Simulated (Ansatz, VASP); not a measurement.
Two plane-wave programs on MgO2

File INCAR:

```
ALGO     = Normal         # electronic algorithm
EDIFF    = 1E-6           # SCF threshold, eV
ENCUT    = 520            # plane-wave cutoff, eV
GGA      = PS             # functional
ISIF     = 2              # what is computed and relaxed
ISMEAR   = 0              # smearing method
LASPH    = True           # aspherical terms in the spheres
LCHARG   = False          # write CHGCAR
LREAL    = False          # projectors in reciprocal space
LWAVE    = False          # write WAVECAR
NBANDS   = 14             # bands
NELM     = 100            # most SCF steps
PREC     = Accurate       # precision mode
SIGMA    = 0.05           # smearing width, eV
```

KPOINTS

```
k-points
0
Gamma
  12 12 12
```

POSCAR

```
MgO2
1.0
    1.6689514567      0.9635695728      3.7734971849
   -1.6689514567      0.9635695728      3.7734971849
    0.0000000000     -1.9271391455      3.7734971849
Mg O
1 2
Direct
    0.0000000000      0.0000000000      0.0000000000
    0.4287860000      0.4287860000      0.4287860000
    0.5712140000      0.5712140000      0.5712140000
```

Input for Ansatz:

```yaml
crystal:
  lattice:
    - [1.6689514567, 0.9635695728, 3.7734971849]
    - [-1.6689514567, 0.9635695728, 3.7734971849]
    - [0.0, -1.9271391455, 3.7734971849]
  atoms:
    - { symbol: Mg, position: [0.0, 0.0, 0.0] }
    - { symbol: O, position: [0.428786, 0.428786, 0.428786] }
    - { symbol: O, position: [0.571214, 0.571214, 0.571214] }
basis:
  ecutwfc: 420
kpoints:
  mp_grid: { grid: [12, 12, 12] }
hamiltonian:
  xc: pbesol
scf:
  occupations: { method: gaussian, width: 0.05 }
output:
  forces: true
  stress: true
  eigenvalues: true
```

Change from the starting cell: strain +0.040 along x and y, +0.080 along z, atoms carried along.

Alike in both runs: task single point; functional PBEsol; k mesh 12 × 12 × 12; occupations gaussian, width 0.05 eV; no spin polarisation.

|  | VASP | Ansatz |
| --- | --- | --- |
| version | VASP 6.6.1 | Ansatz 0.2.0 |
| potentials or method | VASP PAW PBE potentials, release 64 (Mg, O), cutoff 520 eV | scalar-relativistic, plane waves, PAW |
| valence electrons in the cell | 14 | 22 |

|  | VASP | Ansatz | Ansatz less VASP |
| --- | --- | --- | --- |
| gap on the k mesh at the Fermi level (eV) | 0.95 | 0.97 | +0.019 |
| least direct gap on the mesh (eV) | 0.95 | 0.97 | +0.019 |
| pressure (GPa) | -19.4 | -19.1 | +0.37 |
| traceless stress, the component that is largest in VASP (GPa) | -13.93 | -14.35 | -0.423 |
| rms of the force components (eV/Å) | 0.541 | 0.579 | +0.0382 |

VASP's potentials were made for PBE, not for PBEsol. Atom by atom the forces differ by 0.038 eV/Å (rms over components). VASP's potentials hold 14 valence electrons a cell and Ansatz's 22, so a difference there can come from the potentials and not from the codes.
